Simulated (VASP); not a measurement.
# YTlPb (Amm2) in VASP: further runs

The runs below take YTlPb through single point, with PBE.

Everything below comes from runs of VASP 6.6.1. Logs are shortened: lines on timing, memory, paths and dates and some standing lists are left out, and cuts for length are marked.

## (1) The cell of the first run

The typed cell holds 9 atoms: a = 8.116 Å, b = 8.116 Å, c = 4.973 Å, α = 90.00°, β = 90.00°, γ = 60.00°.

## (2) Single point, PBE

INCAR reads:

```
ALGO = Normal
EDIFF = 1E-6
ENCUT = 500
GGA = PE
GGA_COMPAT = F
ISIF = 2
ISMEAR = -1
LASPH = T
LCHARG = F
LREAL = F
LWAVE = F
NBANDS = 67
NELM = 120
PREC = Accurate
SIGMA = 0.1
```

KPOINTS reads:

```
k-points
0
Gamma
  3 3 4
```

POSCAR reads:

```
YTlPb
1.0
    4.0577550000      7.0282370000      0.0000000000
   -4.0577550000      7.0282370000      0.0000000000
    0.0000000000      0.0000000000      4.9725750000
Tl Y Pb
3 3 3
Direct
    0.3333000000      0.3334000000      0.5000000000
    0.6667000000      0.6666000000      0.5000000000
    0.0000000000      0.0000000000      0.0000000000
    0.5712000000      0.4288000000      0.0000000000
    0.4288000000      0.0000000000      0.0000000000
    0.0000000000      0.5712000000      0.0000000000
    0.2442000000      0.7558000000      0.5000000000
    0.7558000000      0.0000000000      0.5000000000
    0.0000000000      0.2442000000      0.5000000000
```

Potentials or basis: VASP PAW PBE potentials, release 64 (Tl_d, Y_sv, Pb_d).

On the command line:

```
cat potpaw_PBE.64/Tl_d/POTCAR potpaw_PBE.64/Y_sv/POTCAR potpaw_PBE.64/Pb_d/POTCAR > POTCAR
mpirun -np 1 vasp_std > vasp.out
```

OUTCAR:

```text
EDIFF = 1E-6
   ENCUT = 500
   GGA = PE
   ISIF = 2
   ISMEAR = -1
   LASPH = T
   LREAL = F
   NELM = 120
   PREC = Accurate

 ion  position               nearest neighbor table
   1  0.333  0.333  0.500-   7 3.13   9 3.13   8 3.13   6 3.46   6 3.46   4 3.46   4 3.46   5 3.46
                             5 3.46
   2  0.667  0.667  0.500-   9 3.13   7 3.13   8 3.13   4 3.46   4 3.46   6 3.46   6 3.46   5 3.46
                             5 3.46
   3  0.000  0.000  0.000-   8 3.18   9 3.18   8 3.18   9 3.18   7 3.18   7 3.18   5 3.48   6 3.48
                             4 3.48
   4  0.571  0.429  0.000-   2 3.46   2 3.46   1 3.46   1 3.46   3 3.48   7 3.64   7 3.64   9 3.91
                             8 3.91   8 3.91   9 3.91   5 4.18   6 4.18   5 4.18   6 4.18
   5  0.429  0.000  0.000-   1 3.46   1 3.46   2 3.46   2 3.46   3 3.48   8 3.64   8 3.64   7 3.91
                             7 3.91   9 3.91   9 3.91   4 4.18   4 4.18   6 4.18   6 4.18
   6  0.000  0.571  0.000-   1 3.46   1 3.46   2 3.46   2 3.46   3 3.48   9 3.64   9 3.64   7 3.91
                             7 3.91   8 3.91   8 3.91   4 4.18   4 4.18   5 4.18   5 4.18
   7  0.244  0.756  0.500-   1 3.13   2 3.13   3 3.18   3 3.18   9 3.43   8 3.43   4 3.64   4 3.64
                             5 3.91   6 3.91   5 3.91   6 3.91
   8  0.756  0.000  0.500-   2 3.13   1 3.13   3 3.18   3 3.18   9 3.43   7 3.43   5 3.64   5 3.64
                             4 3.91   4 3.91   6 3.91   6 3.91
   9  0.000  0.244  0.500-   2 3.13   1 3.13   3 3.18   3 3.18   8 3.43   7 3.43   6 3.64   6 3.64
                             4 3.91   4 3.91   5 3.91   5 3.91

  LATTYP: Found a hexagonal cell.
 ALAT       =     8.1155092858
 C/A-ratio  =     0.6127249474

  Lattice vectors:

 A1 = (   4.0577550000,  -7.0282370000,   0.0000000000)
 A2 = (   4.0577550000,   7.0282370000,   0.0000000000)
 A3 = (   0.0000000000,   0.0000000000,   4.9725750000)

Analysis of symmetry for initial positions (statically):
=====================================================================
 Subroutine PRICEL returns:
 Original cell was already a primitive cell.

 Routine SETGRP: Setting up the symmetry group for a
 hexagonal supercell.

 Subroutine GETGRP returns: Found  4 space group operations
 (whereof  4 operations were pure point group operations)
 out of a pool of 24 trial point group operations.

The static configuration has the point symmetry C_2v.

Analysis of symmetry for dynamics (positions and initial velocities):
=====================================================================
 Subroutine PRICEL returns:
 Original cell was already a primitive cell.

 Routine SETGRP: Setting up the symmetry group for a
 hexagonal supercell.

 Subroutine GETGRP returns: Found  4 space group operations
 (whereof  4 operations were pure point group operations)
 out of a pool of 24 trial point group operations.

The dynamic configuration has the point symmetry C_2v.

 Subroutine INISYM returns: Found  4 space group operations
 (whereof  4 operations are pure point group operations),
 and found     1 'primitive' translations

----------------------------------------------------------------------------------------

                                     Primitive cell

  volume of cell :     283.6244

  direct lattice vectors                    reciprocal lattice vectors
     4.057755000  7.028237000  0.000000000     0.123220845  0.071141596  0.000000000
    -4.057755000  7.028237000  0.000000000    -0.123220845  0.071141596  0.000000000
     0.000000000  0.000000000  4.972575000     0.000000000  0.000000000  0.201103050

  length of vectors
     8.115509286  8.115509286  4.972575000     0.142283180  0.142283180  0.201103050

  position of ions in fractional coordinates (direct lattice)
     0.333300000  0.333400000  0.500000000
     0.666700000  0.666600000  0.500000000
     0.000000000  0.000000000  0.000000000
     0.571200000  0.428800000  0.000000000
     0.428800000  0.000000000  0.000000000
     0.000000000  0.571200000  0.000000000
     0.244200000  0.755800000  0.500000000
     0.755800000  0.000000000  0.500000000
     0.000000000  0.244200000  0.500000000

  ion indices of the primitive-cell ions
   primitive index   ion index
                 1           1
                 2           2
                 3           3
                 4           4
                 5           5
                 6           6
                 7           7
                 8           8
                 9           9

----------------------------------------------------------------------------------------

 KPOINTS: k-points

Automatic generation of k-mesh.
 Grid dimensions read from file:
 generate k-points for:    3    3    4

 Generating k-lattice:

  Cartesian coordinates                     Fractional coordinates (reciprocal lattice)
     0.041073615  0.023713865  0.000000000     0.333333333  0.000000000  0.000000000
    -0.041073615  0.023713865  0.000000000     0.000000000  0.333333333  0.000000000
     0.000000000  0.000000000  0.050275763     0.000000000  0.000000000  0.250000000

  Length of vectors
     0.047427727  0.047427727  0.050275763

  Shift w.r.t. Gamma in fractional coordinates (k-lattice)
     0.000000000  0.000000000  0.000000000

 Subroutine IBZKPT returns following result:
 ===========================================

 Found     12 irreducible k-points:

 Following reciprocal coordinates:
            Coordinates               Weight
  0.000000  0.000000  0.000000      1.000000
  0.333333  0.000000  0.000000      4.000000
  0.000000  0.333333  0.000000      2.000000
 -0.333333  0.333333  0.000000      2.000000
  0.000000  0.000000  0.250000      2.000000
  0.333333  0.000000  0.250000      8.000000
  0.000000  0.333333  0.250000      4.000000
 -0.333333  0.333333  0.250000      4.000000
  0.000000  0.000000  0.500000      1.000000
  0.333333  0.000000  0.500000      4.000000
  0.000000  0.333333  0.500000      2.000000
 -0.333333  0.333333  0.500000      2.000000
   k-points           NKPTS =     12   k-points in BZ     NKDIM =     12   number of bands    NBANDS=     67
   number of dos      NEDOS =    301   number of ions     NIONS =      9
   total plane-waves  NPLWV = 129600
   dimension x,y,z NGX =    60 NGY =   60 NGZ =   36
   dimension x,y,z NGXF=   120 NGYF=  120 NGZF=   72
   ions per type =               3   3   3
   NGX,Y,Z   is equivalent  to a cutoff of  12.29, 12.29, 12.04 a.u.
   NGXF,Y,Z  is equivalent  to a cutoff of  24.58, 24.58, 24.07 a.u.
 SYSTEM =  unknown system
   PREC   = accura    normal or accurate (medium, high low for compatibility)
   ISTART =      0    job   : 0-new  1-cont  2-samecut
   ICHARG =      2    charge: 1-file 2-atom 10-const
   ISPIN  =      1    spin polarized calculation?
   LNONCOLLINEAR =      F non collinear calculations
   LSORBIT =      F    spin-orbit coupling
   LASPH  =      T    aspherical Exc in radial PAW
   ENCUT  =  500.0 eV  36.75 Ry    6.06 a.u.  14.80 14.80  9.07*2*pi/ulx,y,z
   NELM   =    120;   NELMIN=  2; NELMDL= -5     # of ELM steps
   EDIFF  = 0.1E-05   stopping-criterion for ELM
   LREAL  =      F    real-space projection
[... 7 lines left out ...]
   TEBEG  =    0.0;   TEEND  =   0.0 temperature during run
   PSTRESS=    0.0 pullay stress
   NELECT =     114.0000    total number of electrons
   NUPDOWN=      -1.0000    fix difference up-down
   EMIN   =  10.00;   EMAX   =-10.00  energy-range for DOS
   EFERMI =   0.00;   METHOD = LEGACY
   ISMEAR =    -1;   SIGMA  =   0.10  broadening in eV -4-tet -1-fermi 0-gaus
   EFERMI_NEDOS =   21; number of points for ismear=-14 and -15
   IALGO  =     38    algorithm
   IMIX   =      4    mixing-type and parameters
     AMIX     =   0.40;   BMIX     =  1.00
     AMIX_MAG =   1.60;   BMIX_MAG =  1.00
  volume/ion in A,a.u.               =      31.51       212.67
  Fermi-wavevector in a.u.,A,eV,Ry     =   1.208172  2.283113 19.860131  1.459678
  Thomas-Fermi vector in A             =   2.343787
   LORBIT       =      0    0 simple, 1 ext, 2 COOP (PROOUT), +10 PAW based schemes
   GGA     = PE    functional components
   LHFCALC =     F    Hartree Fock is set to
   AEXX    =    0.0000 exact exchange contribution
   IVDW    =     0    specifies the selected vdW correction
   LEPSILON=     F    determine dielectric tensor
   LRPA    =     F    only Hartree local field effects (RPA)
 non-spin polarized calculation
  energy-cutoff  :      500.00
  volume of cell :      283.62
 maximum number of plane-waves:      7242
   NGX = 29   NGY = 29   NGZ = 19

 number of electron     113.9999968 magnetization

 Free energy of the ion-electron system (eV)
  ---------------------------------------------------
  ext. energy  EPLUGINS =         0.00000000
  ---------------------------------------------------
  free energy    TOTEN  =       -37.84463336 eV

  energy without entropy =      -37.60056602  energy(sigma->0) =      -37.72259969

 E-fermi :   5.5599     XC(G=0):  -9.7523

 val. band max:        5.5090360656   @ k =   0.0000   0.0000   0.0000
 cond. band min:       5.5824983605   @ k =   0.0000   0.3333   0.2500
 fundamental gap:      0.0734622949
 Fermi energy:         5.5599275640

 k-point     1 :       0.0000    0.0000    0.0000
  band No.  band energies     occupation
      1     -38.4065      2.00000
      2     -38.4028      2.00000
      3     -38.4025      2.00000
      4     -18.3801      2.00000
      5     -18.3798      2.00000
      6     -18.3550      2.00000
[... 59 lines left out ...]
     66       7.5962      0.00000
     67       7.6240      0.00000

 k-point     2 :       0.3333    0.0000    0.0000
  band No.  band energies     occupation
      1     -38.4057      2.00000
      2     -38.4034      2.00000
      3     -38.4027      2.00000
      4     -18.3797      2.00000
      5     -18.3745      2.00000
      6     -18.3605      2.00000
[... 689 lines left out ...]
     66       7.4277      0.00000
     67       7.4401      0.00000

 k-point    12 :      -0.3333    0.3333    0.5000
  band No.  band energies     occupation
      1     -38.4046      2.00000
      2     -38.4042      2.00000
      3     -38.4025      2.00000
      4     -18.3767      2.00000
      5     -18.3677      2.00000
      6     -18.3674      2.00000
[... 59 lines left out ...]
     66       7.4085      0.00000
     67       7.9055      0.00000

------------------------ aborting loop because EDIFF is reached ----------------------------------------

  FORCE on cell =-STRESS in cart. coord.  units (eV):
  Direction    XX          YY          ZZ          XY          YZ          ZX
  --------------------------------------------------------------------------------------
  -------------------------------------------------------------------------------------
  Total       -1.9081319     -1.9106435     -4.7187377     -0.0021755      0.0000000      0.0000000
  in kB      -10.7789241    -10.7931123    -26.6558700     -0.0122896      0.0000000      0.0000000
  external PRESSURE =     -16.0759688 kB  Pullay stress =       0.0000000 kB

 VOLUME and BASIS-vectors are now :
 -----------------------------------------------------------------------------
  energy-cutoff  :      500.00
  volume of cell :      283.62
      direct lattice vectors                 reciprocal lattice vectors
     4.057755000  7.028237000  0.000000000     0.123220845  0.071141596  0.000000000
    -4.057755000  7.028237000  0.000000000    -0.123220845  0.071141596  0.000000000
     0.000000000  0.000000000  4.972575000     0.000000000  0.000000000  0.201103050

 POSITION                                       TOTAL-FORCE (eV/Angst)
 -----------------------------------------------------------------------------------
     -0.00041      4.68573      2.48629         0.001622     -0.000946      0.000000
      0.00041      9.37075      2.48629        -0.001631      0.000932      0.000000
      0.00000      0.00000      0.00000        -0.000019     -0.000032      0.000000
      0.57782      7.02824      0.00000         0.122193     -0.000129      0.000000
      1.73997      3.01371      0.00000        -0.060923     -0.105522      0.000000
     -2.31779      4.01453      0.00000        -0.061208      0.105757      0.000000
     -2.07595      7.02824      2.48629         0.557941      0.000782      0.000000
      3.06685      5.31194      2.48629        -0.279682     -0.484423      0.000000
     -0.99090      1.71630      2.48629        -0.278293      0.483582      0.000000
 -----------------------------------------------------------------------------------
    total drift:                               -0.000011     -0.000013      0.000000

  FREE ENERGIE OF THE ION-ELECTRON SYSTEM (eV)
  ---------------------------------------------------
  free  energy   TOTEN  =       -37.8446333553 eV

  energy  without entropy=      -37.6005660239  energy(sigma->0) =      -37.72259969
```

It took 9.4 min on 1 thread of Intel Xeon 8259CL, shared host; peak memory 0.46 GiB.

What came out:

- Free energy: -37.8446 eV
- Pressure: -1.6 GPa
- Largest force: 0.559 eV/Å
- Band gap on the k mesh: zero (bands 57 and 58 overlap by 0.43 eV)

Forces in eV/Å, atoms in the order of the input:
```
Tl   0.002 -0.001  0.000
Tl  -0.002  0.001  0.000
Tl   0.000  0.000  0.000
Y    0.122  0.000  0.000
Y   -0.061 -0.106  0.000
Y   -0.061  0.106  0.000
Pb   0.558  0.001  0.000
Pb  -0.280 -0.484  0.000
Pb  -0.278  0.484  0.000
```

Caveat: spin-orbit coupling is left out, which moves the levels of the heavy elements.

## (3) Single point, PBE

INCAR reads:

```
SYSTEM = YTlPb
  PREC = Accurate
  ENCUT = 500
  EDIFF = 1E-6
  ISMEAR = -1
  SIGMA = 0.1
  LREAL = .FALSE.
  LASPH = .TRUE.
  NELM = 120
  ALGO = Normal
  ISIF = 2
  LWAVE = .FALSE.
  LCHARG = .TRUE.
  GGA = PE
  LELF = .TRUE.
  LVHAR = .TRUE.
  NBANDS = 67
  GGA_COMPAT = .FALSE.
```

KPOINTS reads:

```
regular mesh
0
G
  3 3 4
  0 0 0
```

POSCAR is that of step 2.

Potentials or basis: VASP PAW PBE potentials, release 64 (Tl_d, Y_sv, Pb_d).

On the command line:

```
cat potpaw_PBE.64/Tl_d/POTCAR potpaw_PBE.64/Y_sv/POTCAR potpaw_PBE.64/Pb_d/POTCAR > POTCAR
mpirun -np 1 vasp_std > vasp.out
```

It took 9.2 min on 1 thread of Intel Xeon 8259CL, shared host; peak memory 0.45 GiB.

It converged, with:

```
Free energy            : -37.8446 eV
Pressure               : -1.6 GPa
Largest force          : 0.559 eV/Å
Band gap on the k mesh : zero (bands 57 and 58 overlap by 0.43 eV)
```

Forces on the atoms (eV/Å):
```
Tl   0.002 -0.001  0.000
Tl  -0.002  0.001  0.000
Tl   0.000  0.000  0.000
Y    0.122  0.000  0.000
Y   -0.061 -0.106  0.000
Y   -0.061  0.106  0.000
Pb   0.558  0.001  0.000
Pb  -0.280 -0.484  0.000
Pb  -0.278  0.484  0.000
```

Stress tensor (GPa, compression positive):
```
-1.08  0.00  0.00
 0.00 -1.08  0.00
 0.00  0.00 -2.67
```

Levels at points of the mesh, in eV from the Fermi level:
| k point | band 53 | band 54 | band 55 | band 56 | band 57 | band 58 | band 59 | band 60 | band 61 | band 62 |
| --- | --- | --- | --- | --- | --- | --- | --- | --- | --- | --- |
| (0.00, 0.00, 0.00) | -0.41 | -0.41 | -0.38 | -0.13 | -0.13 | -0.05 | 0.32 | 0.32 | 0.55 | 1.19 |
| (0.00, 0.00, 0.50) | -2.34 | -1.11 | -0.62 | -0.20 | -0.20 | 0.05 | 0.05 | 0.82 | 1.07 | 1.07 |

Caveat: spin-orbit coupling is left out, which moves the levels of the heavy elements.
